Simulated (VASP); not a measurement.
# LiF (Griceite) (Fm-3m) in VASP: further runs

The runs below take LiF (Griceite) through single point, with PBE, r2SCAN.

Program: VASP 6.6.1. These are calculated values, not measurements. Logs are shortened: lines on timing, memory, paths and dates and some standing lists are left out, and cuts for length are marked.

## Step 1: The cell of the first run

Symmetry: Fm-3m, No. 225, cubic system. The conventional cell has a = 3.990 Å, b = 3.990 Å, c = 3.990 Å, α = 90.00°, β = 90.00°, γ = 90.00°. Within 2.6 Å of Li (site symmetry m-3m) lie 6 F at 1.99 Å. F (site symmetry m-3m) has 6 Li at 1.99 Å within 2.6 Å.

## Step 2: Single point, PBE

Input file INCAR:

```
SYSTEM = LiF
  ALGO = Normal
  EDIFF = 1E-7
  ENCUT = 520
  GGA = PE
  ISIF = 2
  ISMEAR = 0
  LASPH = .True.
  LCHARG = .True.
  LELF = .True.
  LREAL = .False.
  LVHAR = .True.
  LWAVE = .False.
  NBANDS = 12
  NELM = 100
  PREC = Accurate
  SIGMA = 0.01
```

Input file KPOINTS:

```
k-points
0
Gamma
  8 8 8
  0 0 0
```

Input file POSCAR:

```
LiF
1.0
    0.0000000000      1.9948691885      1.9948691885
    1.9948691885      0.0000000000      1.9948691885
    1.9948691885      1.9948691885      0.0000000000
Li F
1 1
Direct
    0.0000000000      0.0000000000      0.0000000000
    0.5000000000      0.5000000000      0.5000000000
```

Potentials or basis: VASP PAW PBE potentials, release 64 (Li_sv, F).

On the command line:

```sh
$ cat potpaw_PBE.64/Li_sv/POTCAR potpaw_PBE.64/F/POTCAR > POTCAR
$ mpirun -np 1 vasp_std > vasp.out
```

OUTCAR:

```text
SYSTEM = LiF
   EDIFF = 1E-7
   ENCUT = 520
   GGA = PE
   ISIF = 2
   ISMEAR = 0
   LASPH = .True.
   LREAL = .False.
   NELM = 100
   PREC = Accurate

 ion  position               nearest neighbor table
   1  0.000  0.000  0.000-   2 1.99   2 1.99   2 1.99   2 1.99   2 1.99   2 1.99
   2  0.500  0.500  0.500-   1 1.99   1 1.99   1 1.99   1 1.99   1 1.99   1 1.99

  LATTYP: Found a face centered cubic cell.
 ALAT       =     3.9897383770

  Lattice vectors:

 A1 = (   0.0000000000,   1.9948691885,   1.9948691885)
 A2 = (   1.9948691885,   0.0000000000,   1.9948691885)
 A3 = (   1.9948691885,   1.9948691885,   0.0000000000)

Analysis of symmetry for initial positions (statically):
=====================================================================
 Subroutine PRICEL returns:
 Original cell was already a primitive cell.

 Routine SETGRP: Setting up the symmetry group for a
 face centered cubic supercell.

 Subroutine GETGRP returns: Found 48 space group operations
 (whereof 48 operations were pure point group operations)
 out of a pool of 48 trial point group operations.

The static configuration has the point symmetry O_h .

Analysis of symmetry for dynamics (positions and initial velocities):
=====================================================================
 Subroutine PRICEL returns:
 Original cell was already a primitive cell.

 Routine SETGRP: Setting up the symmetry group for a
 face centered cubic supercell.

 Subroutine GETGRP returns: Found 48 space group operations
 (whereof 48 operations were pure point group operations)
 out of a pool of 48 trial point group operations.

The dynamic configuration has the point symmetry O_h .

 Subroutine INISYM returns: Found 48 space group operations
 (whereof 48 operations are pure point group operations),
 and found     1 'primitive' translations

----------------------------------------------------------------------------------------

                                     Primitive cell

  volume of cell :      15.8772

  direct lattice vectors                    reciprocal lattice vectors
     0.000000000  1.994869189  1.994869189    -0.250643001  0.250643001  0.250643001
     1.994869189  0.000000000  1.994869189     0.250643001 -0.250643001  0.250643001
     1.994869189  1.994869189  0.000000000     0.250643001  0.250643001 -0.250643001

  length of vectors
     2.821171062  2.821171062  2.821171062     0.434126412  0.434126412  0.434126412

  position of ions in fractional coordinates (direct lattice)
     0.000000000  0.000000000  0.000000000
     0.500000000  0.500000000  0.500000000

  ion indices of the primitive-cell ions
   primitive index   ion index
                 1           1
                 2           2

----------------------------------------------------------------------------------------

 KPOINTS: k-points

Automatic generation of k-mesh.
 Grid dimensions read from file:
 generate k-points for:    8    8    8

 Generating k-lattice:

  Cartesian coordinates                     Fractional coordinates (reciprocal lattice)
    -0.031330375  0.031330375  0.031330375     0.125000000  0.000000000  0.000000000
     0.031330375 -0.031330375  0.031330375     0.000000000  0.125000000  0.000000000
     0.031330375  0.031330375 -0.031330375     0.000000000  0.000000000  0.125000000

  Length of vectors
     0.054265802  0.054265802  0.054265802

  Shift w.r.t. Gamma in fractional coordinates (k-lattice)
     0.000000000  0.000000000  0.000000000

 Subroutine IBZKPT returns following result:
 ===========================================

 Found     29 irreducible k-points:

 Following reciprocal coordinates:
            Coordinates               Weight
  0.000000  0.000000  0.000000      1.000000
  0.125000  0.000000  0.000000      8.000000
  0.250000  0.000000  0.000000      8.000000
  0.375000  0.000000  0.000000      8.000000
  0.500000  0.000000  0.000000      4.000000
  0.125000  0.125000  0.000000      6.000000
[... 16 lines left out ...]
  0.500000  0.250000  0.125000     48.000000
 -0.375000  0.250000  0.125000     24.000000
 [... further k-points ...]
   k-points           NKPTS =     29   k-points in BZ     NKDIM =     29   number of bands    NBANDS=     12
   number of dos      NEDOS =    301   number of ions     NIONS =      2
   total plane-waves  NPLWV =  13824
   dimension x,y,z NGX =    24 NGY =   24 NGZ =   24
   dimension x,y,z NGXF=    48 NGYF=   48 NGZF=   48
   ions per type =               1   1
   NGX,Y,Z   is equivalent  to a cutoff of  14.14, 14.14, 14.14 a.u.
   NGXF,Y,Z  is equivalent  to a cutoff of  28.29, 28.29, 28.29 a.u.
 SYSTEM =  LiF
   PREC   = accura    normal or accurate (medium, high low for compatibility)
   ISTART =      0    job   : 0-new  1-cont  2-samecut
   ICHARG =      2    charge: 1-file 2-atom 10-const
   ISPIN  =      1    spin polarized calculation?
   LNONCOLLINEAR =      F non collinear calculations
   LSORBIT =      F    spin-orbit coupling
   LASPH  =      T    aspherical Exc in radial PAW
   ENCUT  =  520.0 eV  38.22 Ry    6.18 a.u.   5.25  5.25  5.25*2*pi/ulx,y,z
   NELM   =    100;   NELMIN=  2; NELMDL= -5     # of ELM steps
   EDIFF  = 0.1E-06   stopping-criterion for ELM
   LREAL  =      F    real-space projection
   EDIFFG = 0.1E-05   stopping-criterion for IOM
   NSW    =      0    number of steps for IOM
   IBRION =     -1    ionic relax: 0-MD 1-quasi-New 2-CG
   NFREE  =      0    steps in history (QN), initial steepest desc. (CG)
   ISIF   =      2    stress and relaxation
   ISYM   =      2    0-nonsym 1-usesym 2-fastsym
   POTIM  = 0.5000    time-step for ionic-motion
   TEBEG  =    0.0;   TEEND  =   0.0 temperature during run
   PSTRESS=    0.0 pullay stress
   NELECT =      10.0000    total number of electrons
   NUPDOWN=      -1.0000    fix difference up-down
   EMIN   =  10.00;   EMAX   =-10.00  energy-range for DOS
   EFERMI =   0.00;   METHOD = LEGACY
   ISMEAR =     0;   SIGMA  =   0.01  broadening in eV -4-tet -1-fermi 0-gaus
   EFERMI_NEDOS =   21; number of points for ismear=-14 and -15
   IALGO  =     38    algorithm
   IMIX   =      4    mixing-type and parameters
     AMIX     =   0.40;   BMIX     =  1.00
     AMIX_MAG =   1.60;   BMIX_MAG =  1.00
  volume/ion in A,a.u.               =       7.94        53.57
  Fermi-wavevector in a.u.,A,eV,Ry     =   1.403300  2.651852 26.793271  1.969250
  Thomas-Fermi vector in A             =   2.525975
   LORBIT       =      0    0 simple, 1 ext, 2 COOP (PROOUT), +10 PAW based schemes
   GGA     = PE    functional components
   LHFCALC =     F    Hartree Fock is set to
   AEXX    =    0.0000 exact exchange contribution
   IVDW    =     0    specifies the selected vdW correction
   LEPSILON=     F    determine dielectric tensor
   LRPA    =     F    only Hartree local field effects (RPA)
 non-spin polarized calculation
 Gauss-broadening in eV      SIGMA  =   0.01
  energy-cutoff  :      520.00
  volume of cell :       15.88
 maximum number of plane-waves:       444
 NGX is ok and might be reduce to    24
   NGX = 11   NGY = 11   NGZ = 11

 number of electron      10.0000000 magnetization

 number of electron       9.9999997 magnetization

 Free energy of the ion-electron system (eV)
  ---------------------------------------------------
  ext. energy  EPLUGINS =         0.00000000
  ---------------------------------------------------
  free energy    TOTEN  =        -9.62794601 eV

  energy without entropy =       -9.62794601  energy(sigma->0) =       -9.62794601

 E-fermi :  -0.6495     XC(G=0): -10.1228

 val. band max:       -0.8421518522   @ k =   0.0000   0.0000   0.0000
 cond. band min:       8.5098765809   @ k =   0.0000   0.0000   0.0000
 fundamental gap:      9.3520284331
 Fermi energy:        -0.6494548129

 k-point     1 :       0.0000    0.0000    0.0000
  band No.  band energies     occupation
      1     -41.7001      2.00000
      2     -20.8959      2.00000
      3      -0.8422      2.00000
      4      -0.8422      2.00000
      5      -0.8422      2.00000
      6       8.5099      0.00000
      7      23.5069      0.00000
      8      23.5069      0.00000
      9      23.5069      0.00000
     10      23.7658      0.00000
     11      23.7658      0.00000
     12      23.7658      0.00000

 k-point     2 :       0.1250    0.0000    0.0000
  band No.  band energies     occupation
      1     -41.6905      2.00000
      2     -20.8336      2.00000
      3      -1.2903      2.00000
      4      -0.8788      2.00000
      5      -0.8788      2.00000
      6       8.9435      0.00000
      7      20.0118      0.00000
      8      21.8047      0.00000
      9      21.8047      0.00000
     10      25.1592      0.00000
     11      25.1628      0.00000
     12      25.1628      0.00000

 k-point     3 :       0.2500    0.0000    0.0000
  band No.  band energies     occupation
      1     -41.6671      2.00000
      2     -20.6771      2.00000
      3      -2.2549      2.00000
      4      -0.9647      2.00000
      5      -0.9647      2.00000
      6       9.7378      0.00000
      7      17.3612      0.00000
      8      19.9789      0.00000
      9      19.9789      0.00000
     10      26.5968      0.00000
     11      27.0486      0.00000
     12      27.0486      0.00000
[... 286 lines left out ...]
 k-point    23 :       0.5000    0.2500    0.1250
  band No.  band energies     occupation
      1     -41.6325      2.00000
      2     -20.3798      2.00000
      3      -3.0374      2.00000
      4      -2.0029      2.00000
      5      -1.2720      2.00000
      6      11.6712      0.00000
      7      15.3558      0.00000
      8      18.5092      0.00000
      9      18.9823      0.00000
     10      25.2388      0.00000
     11      29.9625      0.00000
     12      32.6779      0.00000

 k-point    24 :      -0.3750    0.2500    0.1250
  band No.  band energies     occupation
      1     -41.6250      2.00000
      2     -20.3142      2.00000
      3      -3.2569      2.00000
      4      -2.1223      2.00000
      5      -1.3427      2.00000
      6      11.8647      0.00000
      7      15.1593      0.00000
      8      18.3801      0.00000
      9      18.6636      0.00000
     10      27.1852      0.00000
     11      28.3071      0.00000
     12      33.9525      0.00000

 [... further k-points ...]

------------------------ aborting loop because EDIFF is reached ----------------------------------------

  FORCE on cell =-STRESS in cart. coord.  units (eV):
  Direction    XX          YY          ZZ          XY          YZ          ZX
  --------------------------------------------------------------------------------------
  -------------------------------------------------------------------------------------
  Total        0.3937823      0.3937823      0.3937823      0.0000000      0.0000000      0.0000000
  in kB       39.7368557     39.7368557     39.7368557      0.0000000      0.0000000      0.0000000
  external PRESSURE =      39.7368557 kB  Pullay stress =       0.0000000 kB

 VOLUME and BASIS-vectors are now :
 -----------------------------------------------------------------------------
  energy-cutoff  :      520.00
  volume of cell :       15.88
      direct lattice vectors                 reciprocal lattice vectors
     0.000000000  1.994869189  1.994869189    -0.250643001  0.250643001  0.250643001
     1.994869189  0.000000000  1.994869189     0.250643001 -0.250643001  0.250643001
     1.994869189  1.994869189  0.000000000     0.250643001  0.250643001 -0.250643001

 POSITION                                       TOTAL-FORCE (eV/Angst)
 -----------------------------------------------------------------------------------
      0.00000      0.00000      0.00000        -0.000000     -0.000000     -0.000000
      1.99487      1.99487      1.99487         0.000000      0.000000      0.000000
 -----------------------------------------------------------------------------------
    total drift:                               -0.000000     -0.000000      0.000000

  FREE ENERGIE OF THE ION-ELECTRON SYSTEM (eV)
  ---------------------------------------------------
  free  energy   TOTEN  =        -9.6279460053 eV

  energy  without entropy=       -9.6279460053  energy(sigma->0) =       -9.62794601
```

Run time: 10 s. Hardware: 1 thread of Intel Xeon 8259CL, shared host; peak memory 0.13 GiB.

What came out:

```
Free energy            : -9.6279 eV
Band gap on the k mesh : 9.35 eV, direct
```

Levels at points of the mesh, in eV from the valence-band top:
```
           k point  band 3  band 4  band 5  band 6  band 7  band 8
(0.00, 0.00, 0.00)    0.00    0.00    0.00    9.35   24.35   24.35
(0.50, 0.00, 0.00)   -2.60   -0.24   -0.24   10.92   17.08   19.13
(0.50, 0.50, 0.00)   -3.13   -1.04   -1.04   15.08   16.61   17.80
```

Caveat: the cutoff is under 1.25 times the usual one of these potentials, so pressure, stress and relaxed cells hold a basis-set (Pulay) error. A k mesh can miss the band edges.

## Step 3: Single point, PBE

Input file INCAR:

```
SYSTEM = LiF
ALGO = Normal ; EDIFF = 1E-6
ENCUT = 520 ; GGA = PE
ISIF = 2 ; ISMEAR = 0
LASPH = .True. ; LCHARG = .False.
LREAL = .False. ; LWAVE = .False.
NBANDS = 12 ; NELM = 100
PREC = Accurate ; SIGMA = 0.01
```

Input file KPOINTS:

```
k-points
0
Gamma
  10 10 10
  0 0 0
```

POSCAR is that of step 2.

Potentials or basis: VASP PAW PBE potentials, release 64 (Li_sv, F).

On the command line:

```sh
$ cat potpaw_PBE.64/Li_sv/POTCAR potpaw_PBE.64/F/POTCAR > POTCAR
$ mpirun -np 1 vasp_std > vasp.out
```

Run time: 12 s. Hardware: 1 thread of Intel Xeon 8259CL, shared host; peak memory 0.13 GiB.

The run converged. Its results:

```
Free energy            : -9.6280 eV
Band gap on the k mesh : 9.35 eV, direct
```

Levels at points of the mesh, in eV from the valence-band top:
| k point | band 2 | band 3 | band 4 | band 5 | band 6 | band 7 | band 8 | band 9 |
| --- | --- | --- | --- | --- | --- | --- | --- | --- |
| (0.00, 0.00, 0.00) | -20.05 | 0.00 | 0.00 | 0.00 | 9.35 | 24.35 | 24.35 | 24.35 |
| (0.50, 0.00, 0.00) | -19.60 | -2.60 | -0.24 | -0.24 | 10.92 | 17.08 | 19.12 | 19.12 |
| (0.50, 0.50, 0.00) | -19.31 | -3.13 | -1.04 | -1.04 | 15.08 | 16.61 | 17.80 | 20.58 |

Caveat: the cutoff is under 1.25 times the usual one of these potentials, so pressure, stress and relaxed cells hold a basis-set (Pulay) error. A k mesh can miss the band edges.

## Step 4: Single point, r2SCAN

POSCAR is that of step 3.

Input file INCAR.step1:

```
ALGO = Normal
EDIFF = 1E-4
ENCUT = 520
GGA = PE
ISMEAR = 0
LASPH = T
LCHARG = F
LREAL = F
LWAVE = T
NBANDS = 12
NELM = 100
PREC = Accurate
SIGMA = 0.01
```

Input file INCAR.step2:

```
ALGO = Normal
EDIFF = 1E-6
ENCUT = 520
ISIF = 2
ISMEAR = 0
ISTART = 1
LASPH = T
LCHARG = T
LELF = T
LMIXTAU = T
LREAL = F
LVHAR = T
LWAVE = F
METAGGA = R2SCAN
NBANDS = 12
NELM = 100
PREC = Accurate
SIGMA = 0.01
```

Input file KPOINTS:

```
k-points
0
Gamma
  8 8 8
```

On the command line:

```sh
$ cat potpaw_PBE.64/Li_sv/POTCAR potpaw_PBE.64/F/POTCAR > POTCAR
$ cp INCAR.step1 INCAR
$ mpirun -np 1 vasp_std > vasp.out
$ cp INCAR.step2 INCAR
$ mpirun -np 1 vasp_std > vasp.out
```

Wall time 42 s (1 thread of Intel Xeon 8259CL, shared host); peak memory 0.14 GiB.

Results (log left out):

| Quantity | Value |
| --- | --- |
| Free energy | -11.9030 eV |
| Band gap on the k mesh | 10.55 eV, direct |

Levels at points of the mesh, in eV from the valence-band top:
| k point | band 3 | band 4 | band 5 | band 6 | band 7 | band 8 |
| --- | --- | --- | --- | --- | --- | --- |
| (0.00, 0.00, 0.00) | 0.00 | 0.00 | 0.00 | 10.55 | 25.77 | 25.77 |
| (0.50, 0.00, 0.00) | -2.58 | -0.25 | -0.25 | 11.99 | 18.50 | 20.68 |
| (0.50, 0.50, 0.00) | -3.13 | -1.05 | -1.05 | 16.35 | 17.59 | 19.49 |

Caveat: the cutoff is under 1.25 times the usual one of these potentials, so pressure, stress and relaxed cells hold a basis-set (Pulay) error; the PAW data sets were made with another functional, which shifts forces and pressure a little. A k mesh can miss the band edges.

## Step 5: Summary

```csv
level,k mesh,gap on the mesh (eV)
PBE,8 × 8 × 8,9.35
PBE,10 × 10 × 10,9.35
r2SCAN,8 × 8 × 8,10.55
```

Alike in all rows: task single point; potentials or basis VASP PAW PBE potentials, release 64 (Li_sv, F); no spin polarisation; cell as given; cutoff (eV) 520; smearing gaussian 0.01 eV.

On the cell as given the gap runs from 9.35 eV (PBE) to 10.55 eV (r2SCAN); the meshes differ, which moves gaps too.

Caveats: the cutoff is under 1.25 times the usual one of these potentials, so pressure, stress and relaxed cells hold a basis-set (Pulay) error; the PAW data sets were made with another functional, which shifts forces and pressure a little (some runs).

Absolute energies hang on the potentials; compare differences alone.
